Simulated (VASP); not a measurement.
A run of VASP 6.6.1 is set up as follows.

Contents of INCAR:

```
SYSTEM = AgPt3
  PREC = Accurate
  ENCUT = 520
  EDIFF = 1E-8
  ISMEAR = -1
  SIGMA = 0.08
  LREAL = .False.
  LASPH = .True.
  NELM = 80
  ALGO = Normal
  ISIF = 2
  LWAVE = .False.
  LCHARG = .False.
  LEFG = .True.
  NBANDS = 28
```

File KPOINTS:

```
Automatic mesh
0
Gamma
  9 9 9
  0 0 0
```

The input POSCAR:

```
AgPt3
1.0
    3.9000000000      0.0195000000      0.0195000000
    0.0195000000      3.9000000000      0.0195000000
    0.0195000000      0.0195000000      3.9000000000
Ag Pt
1 3
Direct
    0.0000000000      0.0000000000      0.0000000000
    0.0000000000      0.5000000000      0.5000000000
    0.5000000000      0.0000000000      0.5000000000
    0.5000000000      0.5000000000      0.0000000000
```

Potentials or basis: VASP PAW LDA potentials, release 64 (Ag, Pt).

Run with:

```console
$ cat potpaw_LDA.64/Ag/POTCAR potpaw_LDA.64/Pt/POTCAR > POTCAR
$ mpirun -np 1 vasp_std > vasp.out
```

Problem. Predict the pressure.

Solution. 3.0 GPa.

Problem. Estimate the band gap on the k mesh.

Solution. Zero (an odd number of electrons rules out a gap without spin polarisation).

Electric field gradients, principal values (V/Å²):
| atom | least | middle | greatest (by size) |
| --- | --- | --- | --- |
| 1 Ag | -3.393 | -3.393 | 6.786 |
| 2 Pt | 3.327 | 14.749 | -18.076 |
| 3 Pt | 3.327 | 14.749 | -18.076 |
| 4 Pt | 3.327 | 14.749 | -18.076 |

Caveat: the cell differs from its parent crystal (equal xy, yz and zx shear strains of +1 %); without QUAD_EFG the Cq values of the log hold for a quadrupole moment of 1 mb, not for the nuclei; spin-orbit coupling is left out, which moves the levels of the heavy elements.
